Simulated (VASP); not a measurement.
# CaB3Sb3 (P4/mmm) in VASP: single point with PBE

Aim: the single point of CaB3Sb3 with PBE.

Program: VASP 6.6.1. These are calculated values, not measurements. Logs are shortened: lines on timing, memory, paths and dates and some standing lists are left out, and cuts for length are marked.

### 1 The cell of the first run

Symmetry: P4/mmm, No. 123, tetragonal system. Conventional cell: a = 4.569 Å, b = 4.569 Å, c = 3.933 Å, α = 90.00°, β = 90.00°, γ = 90.00°. Within 2.6 Å of Ca (site symmetry 4/mmm) lie 6 B at 1.97 to 2.28 Å. B (site symmetry mmm) has 4 Sb at 1.97 to 2.28 Å and 2 Ca at 2.28 Å within 2.6 Å. B (site symmetry 4/mmm) has 2 Ca at 1.97 Å and 4 Sb at 2.28 Å within 2.6 Å. Within 2.6 Å of Sb (site symmetry mmm) lie 4 B at 1.97 to 2.28 Å. Within 3.1 Å of Sb (site symmetry 4/mmm) lie 4 B at 2.28 Å and 8 Sb at 3.01 Å.

The cell was built from a structure type or drawn by symmetry, and may not be a known phase.

### 2 Single point, PBE

The input, INCAR:

```
ALGO     = Normal         # electronic algorithm
EDIFF    = 1E-6           # SCF threshold, eV
ENCUT    = 500            # plane-wave cutoff, eV
GGA      = PE             # functional
GGA_COMPAT= False        
ISIF     = 2              # what is computed and relaxed
ISMEAR   = 0              # smearing method
LASPH    = True           # aspherical terms in the spheres
LCHARG   = False          # write CHGCAR
LREAL    = False          # projectors in reciprocal space
LWAVE    = False          # write WAVECAR
NBANDS   = 41             # bands
NELM     = 120            # most SCF steps
PREC     = Accurate       # precision mode
SIGMA    = 0.1            # smearing width, eV
```

The input, KPOINTS:

```
k-points
0
Gamma
  4 4 4
```

The input, POSCAR:

```
CaB3Sb3
1.0
    4.5692036700      0.0000000000      0.0000000000
    0.0000000000      4.5692036700      0.0000000000
    0.0000000000      0.0000000000      3.9332645000
Ca B Sb
1 3 3
Direct
    0.0000000000      0.0000000000      0.5000000000
    0.0000000000      0.5000000000      0.5000000000
    0.5000000000      0.0000000000      0.5000000000
    0.0000000000      0.0000000000      0.0000000000
    0.0000000000      0.5000000000      0.0000000000
    0.5000000000      0.0000000000      0.0000000000
    0.5000000000      0.5000000000      0.5000000000
```

Potentials or basis: VASP PAW PBE potentials, release 64 (Ca_sv, B, Sb_d_GW).

Run with:

```
$ cat potpaw_PBE.64/Ca_sv/POTCAR potpaw_PBE.64/B/POTCAR potpaw_PBE.64/Sb_d_GW/POTCAR > POTCAR
$ mpirun -np 1 vasp_std > vasp.out
```

OUTCAR:

```text
EDIFF = 1E-6
   ENCUT = 500
   GGA = PE
   ISIF = 2
   ISMEAR = 0
   LASPH = True
   LREAL = False
   NELM = 120
   PREC = Accurate

 ion  position               nearest neighbor table
   1  0.000  0.000  0.500-   4 1.97   4 1.97   2 2.28   3 2.28   2 2.28   3 2.28   5 3.01   6 3.01
                             6 3.01   5 3.01   5 3.01   5 3.01   6 3.01   6 3.01   7 3.23   7 3.23
   2  0.000  0.500  0.500-   5 1.97   5 1.97   7 2.28   1 2.28   1 2.28   7 2.28
   3  0.500  0.000  0.500-   6 1.97   6 1.97   7 2.28   1 2.28   7 2.28   1 2.28
   4  0.000  0.000  0.000-   1 1.97   1 1.97   6 2.28   5 2.28   5 2.28   6 2.28
   5  0.000  0.500  0.000-   2 1.97   2 1.97   4 2.28   4 2.28   1 3.01   1 3.01   7 3.01   1 3.01
                             7 3.01   1 3.01   7 3.01   7 3.01   6 3.23   6 3.23   6 3.23   6 3.23
   6  0.500  0.000  0.000-   3 1.97   3 1.97   4 2.28   4 2.28   1 3.01   1 3.01   7 3.01   7 3.01
                             7 3.01   1 3.01   7 3.01   1 3.01   5 3.23   5 3.23   5 3.23   5 3.23
   7  0.500  0.500  0.500-   2 2.28   3 2.28   3 2.28   2 2.28   5 3.01   6 3.01   5 3.01   6 3.01
                             6 3.01   6 3.01   5 3.01   5 3.01   1 3.23   1 3.23   1 3.23   1 3.23

  LATTYP: Found a simple tetragonal cell.
 ALAT       =     4.5692036700
 C/A-ratio  =     0.8608205683

  Lattice vectors:

 A1 = (   4.5692036700,   0.0000000000,   0.0000000000)
 A2 = (   0.0000000000,   4.5692036700,   0.0000000000)
 A3 = (   0.0000000000,   0.0000000000,   3.9332645000)

Analysis of symmetry for initial positions (statically):
=====================================================================
 Subroutine PRICEL returns:
 Original cell was already a primitive cell.

 Routine SETGRP: Setting up the symmetry group for a
 simple tetragonal supercell.

 Subroutine GETGRP returns: Found 16 space group operations
 (whereof 16 operations were pure point group operations)
 out of a pool of 16 trial point group operations.

The static configuration has the point symmetry D_4h.

Analysis of symmetry for dynamics (positions and initial velocities):
=====================================================================
 Subroutine PRICEL returns:
 Original cell was already a primitive cell.

 Routine SETGRP: Setting up the symmetry group for a
 simple tetragonal supercell.

 Subroutine GETGRP returns: Found 16 space group operations
 (whereof 16 operations were pure point group operations)
 out of a pool of 16 trial point group operations.

The dynamic configuration has the point symmetry D_4h.

 Subroutine INISYM returns: Found 16 space group operations
 (whereof 16 operations are pure point group operations),
 and found     1 'primitive' translations

----------------------------------------------------------------------------------------

                                     Primitive cell

  volume of cell :      82.1172

  direct lattice vectors                    reciprocal lattice vectors
     4.569203670  0.000000000  0.000000000     0.218856517  0.000000000  0.000000000
     0.000000000  4.569203670  0.000000000     0.000000000  0.218856517  0.000000000
     0.000000000  0.000000000  3.933264500     0.000000000  0.000000000  0.254241737

  length of vectors
     4.569203670  4.569203670  3.933264500     0.218856517  0.218856517  0.254241737

  position of ions in fractional coordinates (direct lattice)
     0.000000000  0.000000000  0.500000000
     0.000000000  0.500000000  0.500000000
     0.500000000  0.000000000  0.500000000
     0.000000000  0.000000000  0.000000000
     0.000000000  0.500000000  0.000000000
     0.500000000  0.000000000  0.000000000
     0.500000000  0.500000000  0.500000000

  ion indices of the primitive-cell ions
   primitive index   ion index
                 1           1
                 2           2
                 3           3
                 4           4
                 5           5
                 6           6
                 7           7

----------------------------------------------------------------------------------------

 KPOINTS: k-points

Automatic generation of k-mesh.
 Grid dimensions read from file:
 generate k-points for:    4    4    4

 Generating k-lattice:

  Cartesian coordinates                     Fractional coordinates (reciprocal lattice)
     0.054714129  0.000000000  0.000000000     0.250000000  0.000000000  0.000000000
     0.000000000  0.054714129  0.000000000     0.000000000  0.250000000  0.000000000
     0.000000000  0.000000000  0.063560434     0.000000000  0.000000000  0.250000000

  Length of vectors
     0.054714129  0.054714129  0.063560434

  Shift w.r.t. Gamma in fractional coordinates (k-lattice)
     0.000000000  0.000000000  0.000000000

 Subroutine IBZKPT returns following result:
 ===========================================

 Found     18 irreducible k-points:

 Following reciprocal coordinates:
            Coordinates               Weight
  0.000000  0.000000  0.000000      1.000000
  0.250000  0.000000  0.000000      4.000000
  0.500000  0.000000  0.000000      2.000000
  0.250000  0.250000  0.000000      4.000000
  0.500000  0.250000  0.000000      4.000000
  0.500000  0.500000  0.000000      1.000000
[... 10 lines left out ...]
  0.500000  0.250000  0.500000      4.000000
  0.500000  0.500000  0.500000      1.000000
   k-points           NKPTS =     18   k-points in BZ     NKDIM =     18   number of bands    NBANDS=     41
   number of dos      NEDOS =    301   number of ions     NIONS =      7
   total plane-waves  NPLWV =  38880
   dimension x,y,z NGX =    36 NGY =   36 NGZ =   30
   dimension x,y,z NGXF=    72 NGYF=   72 NGZF=   60
   ions per type =               1   3   3
   NGX,Y,Z   is equivalent  to a cutoff of  13.10, 13.10, 12.68 a.u.
   NGXF,Y,Z  is equivalent  to a cutoff of  26.20, 26.20, 25.36 a.u.
 SYSTEM =  unknown system
   PREC   = accura    normal or accurate (medium, high low for compatibility)
   ISTART =      0    job   : 0-new  1-cont  2-samecut
   ICHARG =      2    charge: 1-file 2-atom 10-const
   ISPIN  =      1    spin polarized calculation?
   LNONCOLLINEAR =      F non collinear calculations
   LSORBIT =      F    spin-orbit coupling
   LASPH  =      T    aspherical Exc in radial PAW
   ENCUT  =  500.0 eV  36.75 Ry    6.06 a.u.   8.33  8.33  7.17*2*pi/ulx,y,z
   NELM   =    120;   NELMIN=  2; NELMDL= -5     # of ELM steps
   EDIFF  = 0.1E-05   stopping-criterion for ELM
   LREAL  =      F    real-space projection
   EDIFFG = 0.1E-04   stopping-criterion for IOM
   NSW    =      0    number of steps for IOM
   IBRION =     -1    ionic relax: 0-MD 1-quasi-New 2-CG
   NFREE  =      0    steps in history (QN), initial steepest desc. (CG)
   ISIF   =      2    stress and relaxation
   ISYM   =      2    0-nonsym 1-usesym 2-fastsym
   POTIM  = 0.5000    time-step for ionic-motion
   TEBEG  =    0.0;   TEEND  =   0.0 temperature during run
   PSTRESS=    0.0 pullay stress
   NELECT =      64.0000    total number of electrons
   NUPDOWN=      -1.0000    fix difference up-down
   EMIN   =  10.00;   EMAX   =-10.00  energy-range for DOS
   EFERMI =   0.00;   METHOD = LEGACY
   ISMEAR =     0;   SIGMA  =   0.10  broadening in eV -4-tet -1-fermi 0-gaus
   EFERMI_NEDOS =   21; number of points for ismear=-14 and -15
   IALGO  =     38    algorithm
   IMIX   =      4    mixing-type and parameters
     AMIX     =   0.40;   BMIX     =  1.00
     AMIX_MAG =   1.60;   BMIX_MAG =  1.00
  volume/ion in A,a.u.               =      11.73        79.16
  Fermi-wavevector in a.u.,A,eV,Ry     =   1.506573  2.847010 30.881977  2.269761
  Thomas-Fermi vector in A             =   2.617272
   LORBIT       =      0    0 simple, 1 ext, 2 COOP (PROOUT), +10 PAW based schemes
   GGA     = PE    functional components
   LHFCALC =     F    Hartree Fock is set to
   AEXX    =    0.0000 exact exchange contribution
   IVDW    =     0    specifies the selected vdW correction
   LEPSILON=     F    determine dielectric tensor
   LRPA    =     F    only Hartree local field effects (RPA)
 non-spin polarized calculation
 Gauss-broadening in eV      SIGMA  =   0.10
  energy-cutoff  :      500.00
  volume of cell :       82.12
 maximum number of plane-waves:      2106
 NGX is ok and might be reduce to    36
   NGX = 17   NGY = 17   NGZ = 15

 number of electron      64.0000005 magnetization

 Free energy of the ion-electron system (eV)
  ---------------------------------------------------
  ext. energy  EPLUGINS =         0.00000000
  ---------------------------------------------------
  free energy    TOTEN  =       -16.98231799 eV

  energy without entropy =      -16.96837708  energy(sigma->0) =      -16.97534753

 E-fermi :  10.9328     XC(G=0): -12.8211

 val. band max:       10.9198953820   @ k =   0.5000   0.5000   0.5000
 cond. band min:      10.9643290889   @ k =   0.5000   0.0000   0.2500
 fundamental gap:      0.0444337069
 Fermi energy:        10.9328071390

 k-point     1 :       0.0000    0.0000    0.0000
  band No.  band energies     occupation
      1     -28.0936      2.00000
      2     -19.3025      2.00000
      3     -19.2487      2.00000
      4     -19.1946      2.00000
      5     -19.1771      2.00000
      6     -19.1634      2.00000
[... 33 lines left out ...]
     40      14.4374      0.00000
     41      18.6485      0.00000

 k-point     2 :       0.2500    0.0000    0.0000
  band No.  band energies     occupation
      1     -28.0924      2.00000
      2     -19.2912      2.00000
      3     -19.2518      2.00000
      4     -19.1678      2.00000
      5     -19.1623      2.00000
      6     -19.1604      2.00000
[... 693 lines left out ...]
     40      17.3152      0.00000
     41      17.3828      0.00000

 k-point    18 :       0.5000    0.5000    0.5000
  band No.  band energies     occupation
      1     -28.0898      2.00000
      2     -19.2756      2.00000
      3     -19.2756      2.00000
      4     -19.1475      2.00000
      5     -19.1419      2.00000
      6     -19.1419      2.00000
[... 33 lines left out ...]
     40      15.6182      0.00000
     41      15.6841      0.00000

------------------------ aborting loop because EDIFF is reached ----------------------------------------

  FORCE on cell =-STRESS in cart. coord.  units (eV):
  Direction    XX          YY          ZZ          XY          YZ          ZX
  --------------------------------------------------------------------------------------
  -------------------------------------------------------------------------------------
  Total       39.8415462     39.8415462     62.5299674      0.0000000     -0.0000000      0.0000000
  in kB      777.3427998    777.3427998   1220.0133930      0.0000000     -0.0000000      0.0000000
  external PRESSURE =     924.8996642 kB  Pullay stress =       0.0000000 kB

 VOLUME and BASIS-vectors are now :
 -----------------------------------------------------------------------------
  energy-cutoff  :      500.00
  volume of cell :       82.12
      direct lattice vectors                 reciprocal lattice vectors
     4.569203670  0.000000000  0.000000000     0.218856517  0.000000000  0.000000000
     0.000000000  4.569203670  0.000000000     0.000000000  0.218856517  0.000000000
     0.000000000  0.000000000  3.933264500     0.000000000  0.000000000  0.254241737

 POSITION                                       TOTAL-FORCE (eV/Angst)
 -----------------------------------------------------------------------------------
      0.00000      0.00000      1.96663         0.000000      0.000000      0.000000
      0.00000      2.28460      1.96663         0.000000      0.000000      0.000000
      2.28460      0.00000      1.96663         0.000000      0.000000      0.000000
      0.00000      0.00000      0.00000         0.000000      0.000000      0.000000
      0.00000      2.28460      0.00000         0.000000      0.000000      0.000000
      2.28460      0.00000      0.00000         0.000000      0.000000      0.000000
      2.28460      2.28460      1.96663         0.000000      0.000000      0.000000
 -----------------------------------------------------------------------------------
    total drift:                                0.000000      0.000000     -0.000000

  FREE ENERGIE OF THE ION-ELECTRON SYSTEM (eV)
  ---------------------------------------------------
  free  energy   TOTEN  =       -16.9823179933 eV

  energy  without entropy=      -16.9683770766  energy(sigma->0) =      -16.97534753
```

Wall time 64 s (1 thread of Intel Xeon Platinum 8488C (Sapphire Rapids), shared host); peak memory 0.22 GiB.

What came out:

- Free energy: -16.9823 eV
- Pressure: 92.5 GPa
- Band gap on the k mesh: zero (bands 32 and 33 overlap by 1.13 eV)

Levels at points of the mesh, in eV from the Fermi level:
```tsv
k point	band 30	band 31	band 32	band 33	band 34	band 35
(0.00, 0.00, 0.00)	-1.98	-0.13	0.55	0.55	0.83	1.50
(0.50, 0.00, 0.00)	-0.68	0.08	0.69	1.08	1.14	2.04
(0.50, 0.50, 0.00)	-2.23	-1.84	-1.66	1.84	2.00	2.43
(0.00, 0.00, 0.50)	-1.81	-1.01	-1.01	-0.19	0.60	0.60
(0.50, 0.00, 0.50)	-2.83	-1.87	-0.63	-0.44	2.70	3.18
(0.50, 0.50, 0.50)	-0.01	-0.01	0.06	1.89	2.44	2.75
```

Caveat: the k points lie up to 0.40 Å⁻¹ apart, too coarse for converged energies and pressures of a metal; spin-orbit coupling is left out, which moves the levels of the heavy elements.
